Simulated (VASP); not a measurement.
# ZnS (F-43m) in VASP: a series of runs

ZnS is run at these levels: r2SCAN; tasks: single point, relaxation of cell and atoms.

Everything below comes from runs of VASP 6.6.1. Logs are shortened: lines on timing, memory, paths and dates and some standing lists are left out, and cuts for length are marked.

## Step 1: The cell of the first run

The structure is cubic, space group F-43m (No. 216). Conventional cell: a = 5.387 Å, b = 5.387 Å, c = 5.387 Å, α = 90.00°, β = 90.00°, γ = 90.00°. Zn (site symmetry -43m) has 4 S at 2.33 Å within 3.1 Å. S (site symmetry -43m) has 4 Zn at 2.33 Å within 3.1 Å.

## Step 2: Single point, r2SCAN

Contents of POSCAR:

```
ZnS
1.0
    0.0000000000      2.6936828800      2.6936828800
    2.6936828800      0.0000000000      2.6936828800
    2.6936828800      2.6936828800      0.0000000000
Zn S
1 1
Direct
    0.0000000000      0.0000000000      0.0000000000
    0.7500000000      0.7500000000      0.7500000000
```

Contents of INCAR.step1:

```
PREC = Accurate ; ENCUT = 520
ISMEAR = 0 ; SIGMA = 0.1
LREAL = F ; LASPH = T
NELM = 100 ; NBANDS = 16
GGA = PE ; ALGO = Normal
EDIFF = 1E-4 ; LWAVE = T
LCHARG = F
```

Contents of INCAR.step2:

```
PREC = Accurate ; ENCUT = 520
EDIFF = 1E-6 ; ISMEAR = 0
SIGMA = 0.1 ; LREAL = F
LASPH = T ; NELM = 100
ALGO = Normal ; ISIF = 2
LWAVE = F ; LCHARG = F
METAGGA = R2SCAN ; LMIXTAU = T
NBANDS = 16 ; ISTART = 1
```

Contents of KPOINTS:

```
Automatic mesh
0
Gamma
  6 6 6
```

Potentials or basis: VASP PAW PBE potentials, release 64 (Zn, S).

Command:

```console
> cat potpaw_PBE.64/Zn/POTCAR potpaw_PBE.64/S/POTCAR > POTCAR
> cp INCAR.step1 INCAR
> mpirun -np 1 vasp_std > vasp.out
> cp INCAR.step2 INCAR
> mpirun -np 1 vasp_std > vasp.out
```

OUTCAR:

```text
PREC = Accurate
   ENCUT = 520
   EDIFF = 1E-6
   ISMEAR = 0
   LREAL = F
   LASPH = T
   NELM = 100
   ISIF = 2
   METAGGA = R2SCAN
   ISTART = 1

 ion  position               nearest neighbor table
   1  0.000  0.000  0.000-   2 2.33   2 2.33   2 2.33   2 2.33
   2  0.750  0.750  0.750-   1 2.33   1 2.33   1 2.33   1 2.33

  LATTYP: Found a face centered cubic cell.
 ALAT       =     5.3873657600

  Lattice vectors:

 A1 = (   0.0000000000,   2.6936828800,   2.6936828800)
 A2 = (   2.6936828800,   0.0000000000,   2.6936828800)
 A3 = (   2.6936828800,   2.6936828800,   0.0000000000)

Analysis of symmetry for initial positions (statically):
=====================================================================
 Subroutine PRICEL returns:
 Original cell was already a primitive cell.

 Routine SETGRP: Setting up the symmetry group for a
 face centered cubic supercell.

 Subroutine GETGRP returns: Found 24 space group operations
 (whereof 24 operations were pure point group operations)
 out of a pool of 48 trial point group operations.

The static configuration has the point symmetry T_d .

Analysis of symmetry for dynamics (positions and initial velocities):
=====================================================================
 Subroutine PRICEL returns:
 Original cell was already a primitive cell.

 Routine SETGRP: Setting up the symmetry group for a
 face centered cubic supercell.

 Subroutine GETGRP returns: Found 24 space group operations
 (whereof 24 operations were pure point group operations)
 out of a pool of 48 trial point group operations.

The dynamic configuration has the point symmetry T_d .

 Subroutine INISYM returns: Found 24 space group operations
 (whereof 24 operations are pure point group operations),
 and found     1 'primitive' translations

----------------------------------------------------------------------------------------

                                     Primitive cell

  volume of cell :      39.0903

  direct lattice vectors                    reciprocal lattice vectors
     0.000000000  2.693682880  2.693682880    -0.185619474  0.185619474  0.185619474
     2.693682880  0.000000000  2.693682880     0.185619474 -0.185619474  0.185619474
     2.693682880  2.693682880  0.000000000     0.185619474  0.185619474 -0.185619474

  length of vectors
     3.809442862  3.809442862  3.809442862     0.321502360  0.321502360  0.321502360

  position of ions in fractional coordinates (direct lattice)
     0.000000000  0.000000000  0.000000000
     0.750000000  0.750000000  0.750000000

  ion indices of the primitive-cell ions
   primitive index   ion index
                 1           1
                 2           2

----------------------------------------------------------------------------------------

 KPOINTS: Automatic mesh

Automatic generation of k-mesh.
 Grid dimensions read from file:
 generate k-points for:    6    6    6

 Generating k-lattice:

  Cartesian coordinates                     Fractional coordinates (reciprocal lattice)
    -0.030936579  0.030936579  0.030936579     0.166666667  0.000000000  0.000000000
     0.030936579 -0.030936579  0.030936579     0.000000000  0.166666667  0.000000000
     0.030936579  0.030936579 -0.030936579     0.000000000  0.000000000  0.166666667

  Length of vectors
     0.053583727  0.053583727  0.053583727

  Shift w.r.t. Gamma in fractional coordinates (k-lattice)
     0.000000000  0.000000000  0.000000000

 Subroutine IBZKPT returns following result:
 ===========================================

 Found     16 irreducible k-points:

 Following reciprocal coordinates:
            Coordinates               Weight
  0.000000  0.000000  0.000000      1.000000
  0.166667  0.000000  0.000000      8.000000
  0.333333  0.000000  0.000000      8.000000
  0.500000  0.000000  0.000000      4.000000
  0.166667  0.166667  0.000000      6.000000
  0.333333  0.166667  0.000000     24.000000
[... 8 lines left out ...]
 -0.333333  0.333333  0.166667     24.000000
 -0.333333  0.500000  0.166667     12.000000
   k-points           NKPTS =     16   k-points in BZ     NKDIM =     16   number of bands    NBANDS=     16
   number of dos      NEDOS =    301   number of ions     NIONS =      2
   total plane-waves  NPLWV =  21952
   dimension x,y,z NGX =    28 NGY =   28 NGZ =   28
   dimension x,y,z NGXF=    56 NGYF=   56 NGZF=   56
   ions per type =               1   1
   NGX,Y,Z   is equivalent  to a cutoff of  12.22, 12.22, 12.22 a.u.
   NGXF,Y,Z  is equivalent  to a cutoff of  24.44, 24.44, 24.44 a.u.
 SYSTEM =  unknown system
   PREC   = accura    normal or accurate (medium, high low for compatibility)
   ISTART =      1    job   : 0-new  1-cont  2-samecut
   ICHARG =      0    charge: 1-file 2-atom 10-const
   ISPIN  =      1    spin polarized calculation?
   LNONCOLLINEAR =      F non collinear calculations
   LSORBIT =      F    spin-orbit coupling
   LASPH  =      T    aspherical Exc in radial PAW
   ENCUT  =  520.0 eV  38.22 Ry    6.18 a.u.   7.08  7.08  7.08*2*pi/ulx,y,z
   NELM   =    100;   NELMIN=  2; NELMDL=  0     # of ELM steps
   EDIFF  = 0.1E-05   stopping-criterion for ELM
   LREAL  =      F    real-space projection
   EDIFFG = 0.1E-04   stopping-criterion for IOM
   NSW    =      0    number of steps for IOM
   IBRION =     -1    ionic relax: 0-MD 1-quasi-New 2-CG
   NFREE  =      0    steps in history (QN), initial steepest desc. (CG)
   ISIF   =      2    stress and relaxation
   ISYM   =      2    0-nonsym 1-usesym 2-fastsym
   POTIM  = 0.5000    time-step for ionic-motion
   TEBEG  =    0.0;   TEEND  =   0.0 temperature during run
   PSTRESS=    0.0 pullay stress
   NELECT =      18.0000    total number of electrons
   NUPDOWN=      -1.0000    fix difference up-down
   EMIN   =  10.00;   EMAX   =-10.00  energy-range for DOS
   EFERMI =   0.00;   METHOD = LEGACY
   ISMEAR =     0;   SIGMA  =   0.10  broadening in eV -4-tet -1-fermi 0-gaus
   EFERMI_NEDOS =   21; number of points for ismear=-14 and -15
   IALGO  =     38    algorithm
   IMIX   =      4    mixing-type and parameters
     AMIX     =   0.40;   BMIX     =  1.00
     AMIX_MAG =   1.60;   BMIX_MAG =  1.00
  volume/ion in A,a.u.               =      19.55       131.90
  Fermi-wavevector in a.u.,A,eV,Ry     =   1.264181  2.388955 21.744194  1.598153
  Thomas-Fermi vector in A             =   2.397499
   LORBIT       =      0    0 simple, 1 ext, 2 COOP (PROOUT), +10 PAW based schemes
   METAGGA = R2SCAN    functional components
   LHFCALC =     F    Hartree Fock is set to
   AEXX    =    0.0000 exact exchange contribution
   IVDW    =     0    specifies the selected vdW correction
   LEPSILON=     F    determine dielectric tensor
   LRPA    =     F    only Hartree local field effects (RPA)
 non-spin polarized calculation
 Gauss-broadening in eV      SIGMA  =   0.10
  energy-cutoff  :      520.00
  volume of cell :       39.09
 maximum number of plane-waves:      1067
   NGX = 15   NGY = 15   NGZ = 15

 number of electron      18.0000006 magnetization

 Free energy of the ion-electron system (eV)
  ---------------------------------------------------
  ext. energy  EPLUGINS =         0.00000000
  ---------------------------------------------------
  free energy    TOTEN  =       -18.86389643 eV

  energy without entropy =      -18.86389643  energy(sigma->0) =      -18.86389643

 E-fermi :   2.3929     XC(G=0): -10.3304

 val. band max:        1.9199262777   @ k =   0.0000   0.0000   0.0000
 cond. band min:       4.6370159420   @ k =   0.0000   0.0000   0.0000
 fundamental gap:      2.7170896643
 Fermi energy:         2.3929163962

 k-point     1 :       0.0000    0.0000    0.0000
  band No.  band energies     occupation
      1     -11.8221      2.00000
      2      -4.6181      2.00000
      3      -4.6181      2.00000
      4      -4.6181      2.00000
      5      -4.0604      2.00000
      6      -4.0604      2.00000
[... 8 lines left out ...]
     15      14.2338      0.00000
     16      14.5143      0.00000

 k-point     2 :       0.1667    0.0000    0.0000
  band No.  band energies     occupation
      1     -11.6116      2.00000
      2      -4.6077      2.00000
      3      -4.5801      2.00000
      4      -4.5801      2.00000
      5      -4.0623      2.00000
      6      -4.0623      2.00000
[... 8 lines left out ...]
     15      13.4192      0.00000
     16      15.2968      0.00000

 k-point     3 :       0.3333    0.0000    0.0000
  band No.  band energies     occupation
      1     -11.1349      2.00000
      2      -4.5152      2.00000
      3      -4.5152      2.00000
      4      -4.4379      2.00000
      5      -4.0487      2.00000
      6      -4.0487      2.00000
[... 8 lines left out ...]
     15      14.0972      0.00000
     16      14.4054      0.00000

 k-point     4 :       0.5000    0.0000    0.0000
  band No.  band energies     occupation
      1     -10.8593      2.00000
      2      -4.4908      2.00000
      3      -4.4908      2.00000
      4      -4.0303      2.00000
      5      -4.0302      2.00000
      6      -3.8595      2.00000
[... 8 lines left out ...]
     15      16.0049      0.00000
     16      16.0049      0.00000
[... 172 lines left out ...]
 k-point    14 :       0.5000    0.3333    0.1667
  band No.  band energies     occupation
      1     -10.8039      2.00000
      2      -4.5112      2.00000
      3      -4.4197      2.00000
      4      -4.2942      2.00000
      5      -4.0368      2.00000
      6      -3.9886      2.00000
[... 8 lines left out ...]
     15      16.6741      0.00000
     16      17.3440      0.00000

 k-point    15 :      -0.3333    0.3333    0.1667
  band No.  band energies     occupation
      1     -10.6162      2.00000
      2      -4.4689      2.00000
      3      -4.3752      2.00000
      4      -4.1214      2.00000
      5      -4.0735      2.00000
      6      -3.7454      2.00000
[... 8 lines left out ...]
     15      16.4721      0.00000
     16      17.1474      0.00000

 k-point    16 :      -0.3333    0.5000    0.1667
  band No.  band energies     occupation
      1     -10.5300      2.00000
      2      -4.5070      2.00000
      3      -4.2964      2.00000
      4      -4.1980      2.00000
      5      -4.0375      2.00000
      6      -3.7016      2.00000
[... 8 lines left out ...]
     15      16.5475      0.00000
     16      17.6199      0.00000

------------------------ aborting loop because EDIFF is reached ----------------------------------------

  FORCE on cell =-STRESS in cart. coord.  units (eV):
  Direction    XX          YY          ZZ          XY          YZ          ZX
  --------------------------------------------------------------------------------------
  -------------------------------------------------------------------------------------
  Total        0.0228545      0.0228545      0.0228545     -0.0000000      0.0000000      0.0000000
  in kB        0.9367283      0.9367283      0.9367283     -0.0000000      0.0000000      0.0000000
  external PRESSURE =       0.9367283 kB  Pullay stress =       0.0000000 kB

 VOLUME and BASIS-vectors are now :
 -----------------------------------------------------------------------------
  energy-cutoff  :      520.00
  volume of cell :       39.09
      direct lattice vectors                 reciprocal lattice vectors
     0.000000000  2.693682880  2.693682880    -0.185619474  0.185619474  0.185619474
     2.693682880  0.000000000  2.693682880     0.185619474 -0.185619474  0.185619474
     2.693682880  2.693682880  0.000000000     0.185619474  0.185619474 -0.185619474

 POSITION                                       TOTAL-FORCE (eV/Angst)
 -----------------------------------------------------------------------------------
      0.00000      0.00000      0.00000         0.000000      0.000000      0.000000
      4.04052      4.04052      4.04052        -0.000000     -0.000000     -0.000000
 -----------------------------------------------------------------------------------
    total drift:                               -0.000011     -0.000011     -0.000011

  FREE ENERGIE OF THE ION-ELECTRON SYSTEM (eV)
  ---------------------------------------------------
  free  energy   TOTEN  =       -18.8638964273 eV

  energy  without entropy=      -18.8638964273  energy(sigma->0) =      -18.86389643
```

Wall time 18 s (1 thread of Intel Xeon 6975P-C (Granite Rapids), shared host); peak memory 0.16 GiB.

Results:

* Free energy: -18.8639 eV
* Pressure: 0.1 GPa
* Band gap on the k mesh: 2.72 eV, direct

Levels at points of the mesh, in eV from the valence-band top:
```csv
k point,band 6,band 7,band 8,band 9,band 10,band 11,band 12,band 13
"(0.00, 0.00, 0.00)",-5.98,0.00,0.00,0.00,2.72,6.89,6.89,6.89
"(0.50, 0.00, 0.00)",-5.78,-5.46,-0.90,-0.90,3.83,7.39,7.39,9.45
"(0.50, 0.50, 0.00)",-5.76,-4.65,-2.32,-2.32,3.71,4.48,11.83,12.89
```

Caveat: the PAW data sets were made with another functional, which shifts forces and pressure a little.

## Step 3: Single point, r2SCAN

Contents of POSCAR:

```
ZnS
1.0
    0.0000000000      2.6942020196      2.6942020196
    2.6942020196      0.0000000000      2.6942020196
    2.6942020196      2.6942020196      0.0000000000
Zn S
1 1
Direct
    0.0000000000      0.0000000000      0.0000000000
    0.7500000000      0.7500000000      0.7500000000
```

Contents of INCAR.step1:

```
ALGO     = Normal         # electronic algorithm
EDIFF    = 1E-4           # SCF threshold, eV
ENCUT    = 520            # plane-wave cutoff, eV
GGA      = PE             # functional
ISMEAR   = 0              # smearing method
LASPH    = True           # aspherical terms in the spheres
LCHARG   = False          # write CHGCAR
LREAL    = False          # projectors in reciprocal space
LWAVE    = True           # write WAVECAR
NBANDS   = 16             # bands
NELM     = 60             # most SCF steps
PREC     = Accurate       # precision mode
SIGMA    = 0.02           # smearing width, eV
```

Contents of INCAR.step2:

```
ALGO     = Normal         # electronic algorithm
EDIFF    = 1E-6           # SCF threshold, eV
ENCUT    = 520            # plane-wave cutoff, eV
ISIF     = 2              # what is computed and relaxed
ISMEAR   = 0              # smearing method
ISTART   = 1            
LASPH    = True           # aspherical terms in the spheres
LCHARG   = False          # write CHGCAR
LMIXTAU  = True         
LREAL    = False          # projectors in reciprocal space
LWAVE    = False          # write WAVECAR
METAGGA  = R2SCAN         # meta-GGA
NBANDS   = 16             # bands
NELM     = 60             # most SCF steps
PREC     = Accurate       # precision mode
SIGMA    = 0.02           # smearing width, eV
```

Contents of KPOINTS:

```
k-points
0
Gamma
  8 8 8
```

Potentials or basis: VASP PAW PBE potentials, release 64 (Zn, S).

Command:

```console
> cat potpaw_PBE.64/Zn/POTCAR potpaw_PBE.64/S/POTCAR > POTCAR
> cp INCAR.step1 INCAR
> mpirun -np 1 vasp_std > vasp.out
> cp INCAR.step2 INCAR
> mpirun -np 1 vasp_std > vasp.out
```

It took 28 s on 1 thread of Intel Xeon 6975P-C (Granite Rapids), shared host; peak memory 0.16 GiB.

The run converged. Its results:

```yaml
Free_energy: -18.8662 eV
Pressure: 0.0 GPa
Band_gap_on_the_k_mesh: 2.71 eV, direct
```

Levels at points of the mesh, in eV from the valence-band top:
```tsv
k point	band 5	band 6	band 7	band 8	band 9	band 10	band 11	band 12	band 13	band 14
(0.00, 0.00, 0.00)	-5.98	-5.98	0.00	0.00	0.00	2.71	6.90	6.90	6.90	12.31
(0.50, 0.00, 0.00)	-5.95	-5.78	-5.45	-0.90	-0.90	3.83	7.39	7.39	9.45	12.91
(0.50, 0.50, 0.00)	-5.90	-5.76	-4.65	-2.31	-2.31	3.71	4.48	11.83	12.88	12.88
```

Caveat: the PAW data sets were made with another functional, which shifts forces and pressure a little. r2SCAN opens gaps a little over a GGA but as a rule still falls short of measured ones.

## Step 4: Single point, r2SCAN

Contents of POSCAR:

```
ZnS
1.0
    0.0000000000      2.6942019971      2.6942019971
    2.6942019971      0.0000000000      2.6942019971
    2.6942019971      2.6942019971      0.0000000000
Zn S
1 1
Direct
    0.0000000000      0.0000000000      0.0000000000
    0.7500000000      0.7500000000      0.7500000000
```

Contents of INCAR.step1:

```
SYSTEM = ZnS
PREC     = Accurate       ! precision mode
ENCUT    = 520            ! plane-wave cutoff, eV
ISMEAR   = 0              ! smearing method
SIGMA    = 0.02           ! smearing width, eV
LREAL    = .False.        ! projectors in reciprocal space
LASPH    = .True.         ! aspherical terms in the spheres
NELM     = 60             ! most SCF steps
NBANDS   = 16             ! bands
GGA      = PE             ! functional
ALGO     = Normal         ! electronic algorithm
EDIFF    = 1E-4           ! SCF threshold, eV
LWAVE    = .True.         ! write WAVECAR
LCHARG   = .False.        ! write CHGCAR
```

Contents of INCAR.step2:

```
SYSTEM = ZnS
PREC     = Accurate       ! precision mode
ENCUT    = 520            ! plane-wave cutoff, eV
EDIFF    = 1E-6           ! SCF threshold, eV
ISMEAR   = 0              ! smearing method
SIGMA    = 0.02           ! smearing width, eV
LREAL    = .False.        ! projectors in reciprocal space
LASPH    = .True.         ! aspherical terms in the spheres
NELM     = 60             ! most SCF steps
ALGO     = Normal         ! electronic algorithm
ISIF     = 2              ! what is computed and relaxed
LWAVE    = .False.        ! write WAVECAR
LCHARG   = .False.        ! write CHGCAR
METAGGA  = R2SCAN         ! meta-GGA
LMIXTAU  = .True.       
NBANDS   = 16             ! bands
ISTART   = 1
```

Contents of KPOINTS:

```
regular mesh
0
Gamma
  8 8 8
  0 0 0
```

Command:

```console
> cat potpaw_PBE.64/Zn/POTCAR potpaw_PBE.64/S/POTCAR > POTCAR
> cp INCAR.step1 INCAR
> mpirun -np 1 vasp_std > vasp.out
> cp INCAR.step2 INCAR
> mpirun -np 1 vasp_std > vasp.out
```

Run time: 28 s. Hardware: 1 thread of Intel Xeon 6975P-C (Granite Rapids), shared host; peak memory 0.17 GiB.

Results (log left out):

```yaml
Free_energy: -18.8662 eV
Pressure: 0.0 GPa
Band_gap_on_the_k_mesh: 2.71 eV, direct
```

Levels at points of the mesh, in eV from the valence-band top:
```csv
k point,band 6,band 7,band 8,band 9,band 10,band 11,band 12,band 13
"(0.00, 0.00, 0.00)",-5.98,0.00,0.00,0.00,2.71,6.90,6.90,6.90
"(0.50, 0.00, 0.00)",-5.78,-5.45,-0.90,-0.90,3.83,7.39,7.39,9.45
"(0.50, 0.50, 0.00)",-5.76,-4.65,-2.31,-2.31,3.71,4.48,11.83,12.88
```

Caveat: the PAW data sets were made with another functional, which shifts forces and pressure a little.

(Continued in part 2 of 2.)
